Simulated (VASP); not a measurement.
# GaSb2 (P-3m1) in VASP: notebook

GaSb2 is run at these levels: PBE; tasks: single point, relaxation of cell and atoms.

All numbers are computed with VASP 6.6.1; they aren't measurements. Logs are shortened: lines on timing, memory, paths and dates and some standing lists are left out, and cuts for length are marked.

## 1. The cell of the first run

The structure is trigonal, space group P-3m1 (No. 164). The conventional cell has a = 3.830 Å, b = 3.830 Å, c = 6.146 Å, α = 90.00°, β = 90.00°, γ = 120.00°. Ga (site symmetry -3m) has 6 Sb at 2.69 Å within 3.5 Å. Within 3.5 Å of Sb (site symmetry 3m) lie 3 Ga at 2.69 Å.

The cell was built from a structure type or drawn by symmetry, and may not be a known phase.

## 2. Single point, PBE

INCAR reads:

```
ALGO = Normal
EDIFF = 1E-6
ENCUT = 520
GGA = PE
ISIF = 2
ISMEAR = 0
LASPH = T
LCHARG = F
LREAL = F
LWAVE = F
NBANDS = 18
NELM = 80
PREC = Accurate
SIGMA = 0.1
```

KPOINTS reads:

```
k-points
0
Gamma
  6 6 4
```

POSCAR reads:

```
GaSb2
1.0
    3.8300470100      0.0000000000      0.0000000000
   -1.9150235000      3.3169180100      0.0000000000
    0.0000000000      0.0000000000      6.1462552600
Ga Sb
1 2
Direct
    0.0000000000      0.0000000000      0.5000000000
    0.3333333300      0.6666666700      0.2521245200
    0.6666666700      0.3333333300      0.7478754800
```

Potentials or basis: VASP PAW PBE potentials, release 64 (Ga_d, Sb).

Launch:

```
$ cat potpaw_PBE.64/Ga_d/POTCAR potpaw_PBE.64/Sb/POTCAR > POTCAR
$ mpirun -np 1 vasp_std > vasp.out
```

OUTCAR:

```text
EDIFF = 1E-6
   ENCUT = 520
   GGA = PE
   ISIF = 2
   ISMEAR = 0
   LASPH = T
   LREAL = F
   NELM = 80
   PREC = Accurate

 ion  position               nearest neighbor table
   1  0.000  0.000  0.500-   2 2.69   3 2.69   2 2.69   3 2.69   3 2.69   2 2.69
   2  0.333  0.667  0.252-   1 2.69   1 2.69   1 2.69   3 3.76   3 3.76   3 3.76
   3  0.667  0.333  0.748-   1 2.69   1 2.69   1 2.69   2 3.76   2 3.76   2 3.76

  LATTYP: Found a hexagonal cell.
 ALAT       =     3.8300470100
 C/A-ratio  =     1.6047466895

  Lattice vectors:

 A1 = (   3.8300470100,   0.0000000000,   0.0000000000)
 A2 = (  -1.9150235000,   3.3169180100,   0.0000000000)
 A3 = (   0.0000000000,   0.0000000000,   6.1462552600)

Analysis of symmetry for initial positions (statically):
=====================================================================
 Subroutine PRICEL returns:
 Original cell was already a primitive cell.

 Routine SETGRP: Setting up the symmetry group for a
 hexagonal supercell.

 Subroutine GETGRP returns: Found 12 space group operations
 (whereof 12 operations were pure point group operations)
 out of a pool of 24 trial point group operations.

The static configuration has the point symmetry D_3d.

Analysis of symmetry for dynamics (positions and initial velocities):
=====================================================================
 Subroutine PRICEL returns:
 Original cell was already a primitive cell.

 Routine SETGRP: Setting up the symmetry group for a
 hexagonal supercell.

 Subroutine GETGRP returns: Found 12 space group operations
 (whereof 12 operations were pure point group operations)
 out of a pool of 24 trial point group operations.

The dynamic configuration has the point symmetry D_3d.

 Subroutine INISYM returns: Found 12 space group operations
 (whereof 12 operations are pure point group operations),
 and found     1 'primitive' translations

----------------------------------------------------------------------------------------

                                     Primitive cell

  volume of cell :      78.0817

  direct lattice vectors                    reciprocal lattice vectors
     3.830047010  0.000000000  0.000000000     0.261093401  0.150742345  0.000000000
[... 83 lines left out ...]
   LSORBIT =      F    spin-orbit coupling
   LASPH  =      T    aspherical Exc in radial PAW
   ENCUT  =  520.0 eV  38.22 Ry    6.18 a.u.   7.12  7.12 11.43*2*pi/ulx,y,z
   NELM   =     80;   NELMIN=  2; NELMDL= -5     # of ELM steps
   EDIFF  = 0.1E-05   stopping-criterion for ELM
   LREAL  =      F    real-space projection
   EDIFFG = 0.1E-04   stopping-criterion for IOM
   NSW    =      0    number of steps for IOM
   IBRION =     -1    ionic relax: 0-MD 1-quasi-New 2-CG
   NFREE  =      0    steps in history (QN), initial steepest desc. (CG)
   ISIF   =      2    stress and relaxation
   ISYM   =      2    0-nonsym 1-usesym 2-fastsym
   POTIM  = 0.5000    time-step for ionic-motion
   TEBEG  =    0.0;   TEEND  =   0.0 temperature during run
   PSTRESS=    0.0 pullay stress
   NELECT =      23.0000    total number of electrons
   NUPDOWN=      -1.0000    fix difference up-down
   EMIN   =  10.00;   EMAX   =-10.00  energy-range for DOS
   EFERMI =   0.00;   METHOD = LEGACY
   ISMEAR =     0;   SIGMA  =   0.10  broadening in eV -4-tet -1-fermi 0-gaus
   EFERMI_NEDOS =   21; number of points for ismear=-14 and -15
   IALGO  =     38    algorithm
   IMIX   =      4    mixing-type and parameters
     AMIX     =   0.40;   BMIX     =  1.00
     AMIX_MAG =   1.60;   BMIX_MAG =  1.00
  volume/ion in A,a.u.               =      26.03       175.64
  Fermi-wavevector in a.u.,A,eV,Ry     =   1.089267  2.058416 16.143344  1.186502
  Thomas-Fermi vector in A             =   2.225466
   LORBIT       =      0    0 simple, 1 ext, 2 COOP (PROOUT), +10 PAW based schemes
   GGA     = PE    functional components
   LHFCALC =     F    Hartree Fock is set to
   AEXX    =    0.0000 exact exchange contribution
   IVDW    =     0    specifies the selected vdW correction
   LEPSILON=     F    determine dielectric tensor
   LRPA    =     F    only Hartree local field effects (RPA)
 non-spin polarized calculation
 Gauss-broadening in eV      SIGMA  =   0.10
  energy-cutoff  :      520.00
  volume of cell :       78.08
 maximum number of plane-waves:      2127
   NGX = 15   NGY = 15   NGZ = 23

 number of electron      23.0000006 magnetization

 Free energy of the ion-electron system (eV)
  ---------------------------------------------------
  ext. energy  EPLUGINS =         0.00000000
  ---------------------------------------------------
  free energy    TOTEN  =       -10.15547711 eV

  energy without entropy =      -10.14045124  energy(sigma->0) =      -10.14796418

 E-fermi :   6.5639     XC(G=0):  -9.9051

 val. band max:        6.5613498381   @ k =   0.3333   0.3333   0.2500
 cond. band min:       6.6131031200   @ k =   0.1667   0.0000   0.5000
 fundamental gap:      0.0517532819
 Fermi energy:         6.5638715094

 k-point     1 :       0.0000    0.0000    0.0000
  band No.  band energies     occupation
      1      -8.3731      2.00000
      2      -8.3731      2.00000
      3      -8.3181      2.00000
      4      -8.3002      2.00000
      5      -8.3002      2.00000
      6      -5.7967      2.00000
[... 481 lines left out ...]
      5      -8.2858      2.00000
      6      -2.0743      2.00000
[... 10 lines left out ...]
     17      11.5420      0.00000
     18      15.0715      0.00000

------------------------ aborting loop because EDIFF is reached ----------------------------------------

  FORCE on cell =-STRESS in cart. coord.  units (eV):
  Direction    XX          YY          ZZ          XY          YZ          ZX
  --------------------------------------------------------------------------------------
  -------------------------------------------------------------------------------------
  Total        4.1437812      4.1437812      0.6152483      0.0000000      0.0000000      0.0000000
  in kB       85.0272165     85.0272165     12.6244248      0.0000001      0.0000000      0.0000000
  external PRESSURE =      60.8929526 kB  Pullay stress =       0.0000000 kB

 VOLUME and BASIS-vectors are now :
 -----------------------------------------------------------------------------
  energy-cutoff  :      520.00
  volume of cell :       78.08
      direct lattice vectors                 reciprocal lattice vectors
     3.830047010  0.000000000  0.000000000     0.261093401  0.150742345  0.000000000
    -1.915023500  3.316918010  0.000000000     0.000000000  0.301484691  0.000000000
     0.000000000  0.000000000  6.146255260     0.000000000  0.000000000  0.162700695

 POSITION                                       TOTAL-FORCE (eV/Angst)
 -----------------------------------------------------------------------------------
      0.00000      0.00000      3.07313        -0.000000      0.000000      0.000000
     -0.00000      2.21128      1.54962         0.000000     -0.000000     -1.227111
      1.91502      1.10564      4.59663        -0.000000      0.000000      1.227111
 -----------------------------------------------------------------------------------
    total drift:                                0.000000     -0.000000      0.000000

  FREE ENERGIE OF THE ION-ELECTRON SYSTEM (eV)
  ---------------------------------------------------
  free  energy   TOTEN  =       -10.1554771107 eV

  energy  without entropy=      -10.1404512399  energy(sigma->0) =      -10.14796418
```

Run time: 46 s. Hardware: 1 thread of Intel Xeon 8259CL, shared host; peak memory 0.2 GiB.

Results:

| Property | Result |
| --- | --- |
| Free energy | -10.1555 eV |
| Pressure | 6.1 GPa |
| Largest force | 1.227 eV/Å |
| Band gap on the k mesh | zero (an odd number of electrons rules out a gap without spin polarisation) |

Forces in eV/Å, atoms in the order of the input:
```
Ga   0.000  0.000  0.000
Sb   0.000  0.000 -1.227
Sb   0.000  0.000  1.227
```

Caveat: the cell stands under pressure; spin-orbit coupling is left out, which moves the levels of the heavy elements; forces of over 1 eV/Å act on the atoms, so gaps and moduli don't describe the material at rest.

(Continued in part 2 of 2.)
